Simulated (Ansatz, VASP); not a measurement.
# Be2C in VASP and in Ansatz

```
CELL_PARAMETERS angstrom
0.00000 2.16046 2.16046
2.16046 0.00000 2.16046
2.16046 2.16046 0.00000
ATOMIC_POSITIONS crystal
Be 0.25000 0.25000 0.25000
Be 0.75000 0.75000 0.75000
C 0.00000 0.00000 0.00000
```

Alike in both runs: functional r2SCAN; k mesh 12 × 12 × 12; occupations fermi-dirac, width 0.1 eV; no spin polarisation.

Ansatz relaxed the structure, and its values are those at the end. VASP's run is a single point on that final structure, the one shown.

```csv
,VASP,Ansatz
version,VASP 6.6.1,Ansatz 0.2.0
potentials or method,"VASP PAW PBE potentials, release 64 (Be, C)","PAW with Ansatz's default frozen-core files, scalar-relativistic"
plane-wave cutoff (eV),660,500
valence electrons in the cell,8,8
```

VASP gave:

```
pressure (GPa) : 0.8
```

**Question.** Estimate Ansatz's values.

**Answer.** Pressure (GPa): 0.0.

VASP's potentials were made for PBE, not for r2SCAN.
